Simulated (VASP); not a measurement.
# BN (P6_3/mmc) in VASP: notebook, part 2 of 2

VASP 6.6.1. Earlier steps stand in the parts before.

## Step 3: Vibrations by perturbation theory, LDA

File INCAR:

```
PREC     = Accurate       # precision mode
ENCUT    = 520            # plane-wave cutoff, eV
EDIFF    = 1E-8           # SCF threshold, eV
ISMEAR   = 0              # smearing method
SIGMA    = 0.01           # smearing width, eV
LREAL    = False          # projectors in reciprocal space
LASPH    = True           # aspherical terms in the spheres
NELM     = 100            # most SCF steps
ALGO     = Normal         # electronic algorithm
ISIF     = 2              # what is computed and relaxed
LWAVE    = False          # write WAVECAR
LCHARG   = False          # write CHGCAR
GGA      = CA             # functional
NBANDS   = 16             # bands
IBRION   = 8              # ionic algorithm
NSW      = 1              # ionic steps
LEPSILON = True           # dielectric tensor by DFPT
```

File KPOINTS:

```
regular mesh
0
Gamma
  12 12 4
```

File POSCAR:

```
BN
1.0
    2.4982400000      0.0000000000      0.0000000000
   -1.2491200000      2.1635393048      0.0000000000
    0.0000000000      0.0000000000      6.6357000000
B N
2 2
Direct
    0.3333333333      0.6666666667      0.2500000000
    0.6666666667      0.3333333333      0.7500000000
    0.3333333333      0.6666666667      0.7500000000
    0.6666666667      0.3333333333      0.2500000000
```

Potentials or basis: VASP PAW LDA potentials, release 64 (B, N).

Launch:

```sh
$ cat potpaw_LDA.64/B/POTCAR potpaw_LDA.64/N/POTCAR > POTCAR
$ mpirun -np 1 vasp_std > vasp.out
```

OUTCAR:

```text
PREC = Accurate
   ENCUT = 520
   EDIFF = 1E-8
   ISMEAR = 0
   LREAL = False
   LASPH = True
   NELM = 100
   ISIF = 2
   GGA = CA
   IBRION = 8
   NSW = 1
   LEPSILON = True

 ion  position               nearest neighbor table
   1  0.333  0.667  0.250-   4 1.44   4 1.44   4 1.44
   2  0.667  0.333  0.750-   3 1.44   3 1.44   3 1.44
   3  0.333  0.667  0.750-   2 1.44   2 1.44   2 1.44
   4  0.667  0.333  0.250-   1 1.44   1 1.44   1 1.44

  LATTYP: Found a hexagonal cell.
 ALAT       =     2.4982400000
 C/A-ratio  =     2.6561499296

  Lattice vectors:

 A1 = (   2.4982400000,   0.0000000000,   0.0000000000)
 A2 = (  -1.2491200000,   2.1635393048,   0.0000000000)
 A3 = (   0.0000000000,   0.0000000000,   6.6357000000)

Analysis of symmetry for initial positions (statically):
=====================================================================
 Subroutine PRICEL returns:
 Original cell was already a primitive cell.

 Routine SETGRP: Setting up the symmetry group for a
 hexagonal supercell.

 Subroutine GETGRP returns: Found 24 space group operations
 (whereof 12 operations were pure point group operations)
 out of a pool of 24 trial point group operations.

The static configuration has the point symmetry D_3d.
 The point group associated with its full space group is D_6h.

Analysis of symmetry for dynamics (positions and initial velocities):
=====================================================================
 Subroutine PRICEL returns:
 Original cell was already a primitive cell.

 Routine SETGRP: Setting up the symmetry group for a
 hexagonal supercell.

 Subroutine GETGRP returns: Found 24 space group operations
 (whereof 12 operations were pure point group operations)
 out of a pool of 24 trial point group operations.

The dynamic configuration has the point symmetry D_3d.
 The point group associated with its full space group is D_6h.

 Subroutine INISYM returns: Found 24 space group operations
 (whereof 12 operations are pure point group operations),
 and found     1 'primitive' translations

----------------------------------------------------------------------------------------

                                     Primitive cell

  volume of cell :      35.8662

  direct lattice vectors                    reciprocal lattice vectors
[... 690 lines left out ...]
    -0.00000  0.00000 -0.00197

 MACROSCOPIC STATIC DIELECTRIC TENSOR (including local field effects in DFT)
 ------------------------------------------------------
           4.842767     0.000000     0.000000
           0.000000     4.842767     0.000000
           0.000000     0.000000     2.757063
 ------------------------------------------------------

 PIEZOELECTRIC TENSOR (including local field effects)  for field in x, y, z        (e  Angst)
          XX          YY          ZZ          XY          YZ          ZX
  --------------------------------------------------------------------------------
  x     0.00000     0.00000     0.00000     0.00000     0.00000     0.00000
  y     0.00000     0.00000     0.00000     0.00000     0.00000     0.00000
  z     0.00000     0.00000     0.00000     0.00000     0.00000     0.00000

 PIEZOELECTRIC TENSOR (including local field effects)  for field in x, y, z        (C/m^2)
          XX          YY          ZZ          XY          YZ          ZX
  --------------------------------------------------------------------------------
  x     0.00000     0.00000     0.00000     0.00000     0.00000     0.00000
  y     0.00000     0.00000     0.00000     0.00000     0.00000     0.00000
  z     0.00000     0.00000     0.00000     0.00000     0.00000     0.00000

 BORN EFFECTIVE CHARGES (including local field effects) (in |e|, cummulative output)
 ---------------------------------------------------------------------------------
 ion    1
    1     2.70724     0.00000     0.00000
    2     0.00000     2.70724     0.00000
    3     0.00000    -0.00000     0.76356
 ion    2
    1     2.70724     0.00000     0.00000
    2     0.00000     2.70724     0.00000
    3    -0.00000    -0.00000     0.76356
 ion    3
    1    -2.70724     0.00000     0.00000
    2     0.00000    -2.70724     0.00000
    3    -0.00000     0.00000    -0.76356
 ion    4
    1    -2.70724     0.00000     0.00000
    2     0.00000    -2.70724     0.00000
    3     0.00000     0.00000    -0.76356

 INTERNAL STRAIN TENSOR FOR ION    4 for displacements in x,y,z  (eV/Angst):
          X           Y           Z          XY          YZ          ZX
  --------------------------------------------------------------------------------
  x     0.00000     0.00000     0.00000    12.69629     0.00000     0.00000
  y    12.69629   -12.69629     0.00000     0.00000     0.00000     0.00000
  z    -0.00000     0.00000    -0.00000     0.00000     0.00000     0.00000

 SECOND DERIVATIVES (NOT SYMMETRIZED)
 ------------------------------------
               1X          1Y          1Z          2X          2Y          2Z          3X          3Y          3Z          4X          4Y          4Z
  1X   -41.615496   -0.000000    0.000000    0.002238    0.000000    0.000000    0.015862    0.000000    0.000000   41.597396    0.000000    0.000000
  1Y     0.000000  -41.615496    0.000000    0.000000    0.002238    0.000000    0.000000    0.015862    0.000000    0.000000   41.597396    0.000000
  1Z     0.000000    0.000000  -13.916894    0.000000    0.000000    0.969513    0.000000    0.000000   -0.861560   -0.000000    0.000000   13.808941
  2X     0.002238    0.000000    0.000000  -41.615496   -0.000000    0.000000   41.597396    0.000000    0.000000    0.015862    0.000000    0.000000
  2Y     0.000000    0.002238    0.000000    0.000000  -41.615496    0.000000    0.000000   41.597396    0.000000    0.000000    0.015862    0.000000
  2Z     0.000000    0.000000    0.969513    0.000000    0.000000  -13.916894   -0.000000    0.000000   13.808941    0.000000    0.000000   -0.861560
  3X     0.017484    0.000000    0.000000   41.602725   -0.000000    0.000000  -41.670222    0.000000    0.000000    0.050013    0.000000    0.000000
  3Y     0.000000    0.017484    0.000000   -0.000000   41.602725    0.000000    0.000000  -41.670222    0.000000    0.000000    0.050013    0.000000
  3Z    -0.000000   -0.000000   -0.846735    0.000000    0.000000   13.798727    0.000000   -0.000000  -14.088624    0.000000   -0.000000    1.136632
  4X    41.602725   -0.000000    0.000000    0.017484    0.000000    0.000000    0.050013    0.000000    0.000000  -41.670222    0.000000    0.000000
  4Y    -0.000000   41.602725    0.000000    0.000000    0.017484    0.000000    0.000000    0.050013    0.000000    0.000000  -41.670222    0.000000
  4Z     0.000000    0.000000   13.798727   -0.000000   -0.000000   -0.846735    0.000000   -0.000000    1.136632    0.000000   -0.000000  -14.088624

 Eigenvectors and eigenvalues of the dynamical matrix
 ----------------------------------------------------

   1 f  =   40.833991 THz   256.567531 2PiTHz 1362.075320 cm-1   168.875741 meV
             X         Y         Z           dx          dy          dz
     -0.000000  1.442360  1.658925     0.000001   -0.530946   -0.000000
      1.249120  0.721180  4.976775    -0.000001    0.530946    0.000000
     -0.000000  1.442360  4.976775     0.000000   -0.467008    0.000000
      1.249120  0.721180  1.658925    -0.000000    0.467008    0.000000
[... 71 lines left out ...]
  12 f/i=    0.002011 THz     0.012634 2PiTHz    0.067073 cm-1     0.008316 meV
             X         Y         Z           dx          dy          dz
     -0.000000  1.442360  1.658925     0.000000    0.000000    0.466800
      1.249120  0.721180  4.976775     0.000000    0.000000    0.466800
     -0.000000  1.442360  4.976775     0.000000    0.000000    0.531129
      1.249120  0.721180  1.658925     0.000000    0.000000    0.531129

--------------------------------------------------------------------------------------------------------

 MACROSCOPIC STATIC DIELECTRIC TENSOR IONIC CONTRIBUTION
 ------------------------------------------------------
           1.777038    -0.000000     0.000000
          -0.000000     1.777038    -0.000000
           0.000000    -0.000000     0.454293
 ------------------------------------------------------

 ELASTIC MODULI CONTR FROM IONIC RELAXATION (kBar)
 Direction    XX          YY          ZZ          XY          YZ          ZX
 --------------------------------------------------------------------------------
 XX        -421.1157    421.1157     -0.0000      0.0000      0.0000      0.0000
 YY         421.1157   -421.1157      0.0000     -0.0000     -0.0000     -0.0000
 ZZ          -0.0000      0.0000     -0.0000     -0.0000      0.0000      0.0000
 XY           0.0000     -0.0000     -0.0000   -421.1157      0.0000      0.0000
 YZ           0.0000     -0.0000      0.0000      0.0000     -0.0000     -0.0000
 ZX           0.0000     -0.0000      0.0000      0.0000     -0.0000     -0.0000
 --------------------------------------------------------------------------------

 PIEZOELECTRIC TENSOR IONIC CONTR  for field in x, y, z        (C/m^2)
          XX          YY          ZZ          XY          YZ          ZX
  --------------------------------------------------------------------------------
  x     0.00000    -0.00000     0.00000     0.00000    -0.00000    -0.00000
  y     0.00000    -0.00000    -0.00000    -0.00000     0.00000     0.00000
  z    -0.00000     0.00000     0.00000     0.00000     0.00000     0.00000
```

It took 11 min on 1 thread of Intel Xeon Platinum 8259CL at 2.50GHz (Skylake/Cascade Lake), shared host; peak memory 0.42 GiB.

Results:

```yaml
Electronic_dielectric_tensor_diagonal: 4.84, 4.84, 2.76
Born_charges_mean_of_the_diagonal: B +2.06; N -2.06 e
Highest_phonon_frequency_at_Γ_LO-TO_splitting_left_out: 1362 cm⁻¹
```

Phonon frequencies in cm⁻¹ (negative: imaginary):
```tsv
q point	frequencies
(0.000, 0.000, 0.000)	0 0 0 43 43 93 760 813 1362 1362 1362 1362
```

Electronic dielectric tensor:
```
4.84 0.00 0.00
0.00 4.84 0.00
0.00 0.00 2.76
```

Born effective charge tensors (e):
atom 1, B
```
2.71 0.00 0.00
0.00 2.71 0.00
0.00 0.00 0.76
```
atom 2, B
```
2.71 0.00 0.00
0.00 2.71 0.00
0.00 0.00 0.76
```
atom 3, N
```
-2.71  0.00  0.00
 0.00 -2.71  0.00
 0.00  0.00 -0.76
```
atom 4, N
```
-2.71  0.00  0.00
 0.00 -2.71  0.00
 0.00  0.00 -0.76
```

Caveat: the cell stands under pressure or tension, which shifts response properties.
